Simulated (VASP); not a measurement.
Here is a VASP 6.6.1 calculation.

The input INCAR:

```
PREC     = Accurate       # precision mode
ENCUT    = 520            # plane-wave cutoff, eV
EDIFF    = 1E-7           # SCF threshold, eV
ISMEAR   = -1             # smearing method
SIGMA    = 0.1            # smearing width, eV
LREAL    = F              # projectors in reciprocal space
LASPH    = T              # aspherical terms in the spheres
NELM     = 100            # most SCF steps
ALGO     = Normal         # electronic algorithm
ISIF     = 2              # what is computed and relaxed
LWAVE    = F              # write WAVECAR
LCHARG   = F              # write CHGCAR
GGA      = RE             # functional
NBANDS   = 18             # bands
```

KPOINTS

```
regular mesh
0
Gamma
  14 14 4
```

File POSCAR:

```
As
1.0
    3.1045575215      0.0000000000      0.0000000000
   -1.5522787607      2.6886256811      0.0000000000
    0.0000000000      0.0000000000     10.5072032385
As
4
Direct
    0.0000000000      0.0000000000      0.0000000000
    0.0000000000      0.0000000000      0.5000000000
    0.3333333333      0.6666666667      0.2500000000
    0.6666666667      0.3333333333      0.7500000000
```

Potentials or basis: VASP PAW PBE potentials, release 64 (As).

Launch:

```console
$ cat potpaw_PBE.64/As/POTCAR > POTCAR
$ mpirun -np 1 vasp_std > vasp.out
```

(1) Predict the band gap on the k mesh.

(2) Estimate the pressure.

## Answers

(1) zero (band 10 reaches 9.32 eV, above the bottom of band 11 at 2.90 eV).

(2) -6.8 GPa.

Caveat: the PAW data sets were made with another functional, which shifts forces and pressure a little.
